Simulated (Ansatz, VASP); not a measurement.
## Two plane-wave programs on SnO

INCAR

```
SYSTEM = SnO
PREC = Accurate ; ENCUT = 520
EDIFF = 1E-7 ; ISMEAR = 0
SIGMA = 0.05 ; LREAL = .FALSE.
LASPH = .TRUE. ; NELM = 80
ALGO = Normal ; ISIF = 2
LWAVE = .FALSE. ; LCHARG = .TRUE.
LDIPOL = .TRUE. ; IDIPOL = 3
DIPOL = 0.5 0.5 0.394 ; GGA = PE
IVDW = 12 ; LELF = .TRUE.
LVHAR = .TRUE. ; LVACPOTAV = .TRUE.
NBANDS = 50
```

Contents of KPOINTS:

```
Automatic mesh
0
G
  7 7 1
  0 0 0
```

The input POSCAR:

```
SnO
1.0
    3.8201636883      0.0000000000      0.0000000000
    0.0000000000      3.8201636883      0.0000000000
    0.0000000000      0.0000000000     22.2260802162
Sn O
4 4
Direct
    0.7500000000      0.2500000000      0.2024648501
    0.2500000000      0.7500000000      0.3087831971
    0.5000000000      1.1250000000      0.4797535150
    1.0000000000      0.6250000000      0.5860718620
    0.2500000000      0.2500000000      0.2556240236
    0.7500000000      0.7500000000      0.2556240236
    1.0000000000      1.1250000000      0.5329126885
    0.5000000000      0.6250000000      0.5329126885
```

Input for Ansatz:

```yaml
crystal:
  lattice:
    - [3.8201636883, 0.0, 0.0]
    - [0.0, 3.8201636883, 0.0]
    - [0.0, 0.0, 22.2260802162]
  atoms:
    - { symbol: Sn, position: [0.75, 0.25, 0.2024648501] }
    - { symbol: O, position: [0.25, 0.25, 0.2556240236] }
    - { symbol: O, position: [0.75, 0.75, 0.2556240236] }
    - { symbol: Sn, position: [0.25, 0.75, 0.3087831971] }
    - { symbol: Sn, position: [0.5, 1.125, 0.479753515] }
    - { symbol: O, position: [1.0, 1.125, 0.5329126885] }
    - { symbol: O, position: [0.5, 0.625, 0.5329126885] }
    - { symbol: Sn, position: [1.0, 0.625, 0.586071862] }
basis:
  ecutwfc: 420
kpoints:
  mp_grid: { grid: [7, 7, 1] }
hamiltonian:
  xc: pbe
  pseudopotentials: { kind: paw, azcp: { folder: soft_1 } }
  dispersion: d3bj
scf:
  occupations: { method: gaussian, width: 0.05 }
output:
  forces: true
  eigenvalues: true
efield:
  axis: 3
  dipole_correction: true
  ramp_width: 0.04
```

Alike in both runs: task single point; functional PBE; dispersion D3(BJ); k mesh 7 × 7 × 1; occupations gaussian, width 0.05 eV; no spin polarisation.

|  | VASP | Ansatz |
| --- | --- | --- |
| version | VASP 6.6.1 | Ansatz 0.2.0 |
| potentials or method | VASP PAW PBE potentials, release 64 (Sn_d, O), cutoff 520 eV | scalar-relativistic, plane waves, PAW |
| valence electrons in the cell | 80 | 80 |

```tsv
	VASP	Ansatz	Ansatz less VASP
gap on the k mesh at the Fermi level (eV)	2.37	2.38	+0.008
least direct gap on the mesh (eV)	2.49	2.54	+0.044
rms of the force components (eV/Å)	0.047	0.024	-0.0235
```
